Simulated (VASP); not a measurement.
Wanted: the native input for a VASP 6.6.1 run.

```
Task                   : single point
Functional             : PBEsol
Potentials or basis    : VASP PAW PBE potentials, release 64 (Ni)
Cutoff                 : 520 eV
k mesh                 : 14 × 14 × 8
Occupations            : fermi-dirac, width 0.05 eV
Spin                   : collinear spin, antiferromagnetic start
Starting moments       : [0.8, -0.8] μB
Dipole correction      : no
Further INCAR settings : ALGO = Normal; EDIFF = 1e-07; NBANDS = 21
```

The structure of Ni lies in POSCAR:

```
Ni
1.0
    2.4475504510      0.0000000000      0.0000000000
   -1.2237752255      2.1196408676      0.0000000000
    0.0000000000      0.0000000000      4.0143868579
Ni
2
Direct
    0.3333333333      0.6666666667      0.2500000000
    0.6666666667      0.3333333333      0.7500000000
```

This isn't the form of Ni at room conditions, which is fcc.

These files were run (other wordings do the same):

INCAR

```
SYSTEM = Ni
ALGO = Normal ; EDIFF = 1E-7
ENCUT = 520 ; GGA = PS
ISIF = 2 ; ISMEAR = -1
ISPIN = 2 ; LASPH = .True.
LCHARG = .False. ; LMAXMIX = 4
LORBIT = 11 ; LREAL = .False.
LWAVE = .False. ; MAGMOM = 0.8 -0.8
NBANDS = 21 ; NELM = 150
PREC = Accurate ; SIGMA = 0.05
```

KPOINTS

```
k-points
0
Gamma
  14 14 8
  0 0 0
```

Potentials or basis: VASP PAW PBE potentials, release 64 (Ni).

Launch:

```console
$ cat potpaw_PBE.64/Ni/POTCAR > POTCAR
$ mpirun -np 1 vasp_std > vasp.out
```

It gave:

| Quantity | Value |
| --- | --- |
| Pressure | -0.9 GPa |
| Band gap on the k mesh | zero (filled and empty bands overlap) |
| Net moment | 0.00 μB per cell |
| Site moments | Ni +0.14, -0.14 μB |
| Valence electrons inside the program's atomic spheres | Ni 9.40 |

Caveat: the PAW data sets were made with another functional, which shifts forces and pressure a little.

Run time: 73 s on 1 thread of AMD EPYC 9R45 96-Core Processor (Zen 5), with other jobs on the host, peak memory 0.16 GiB.
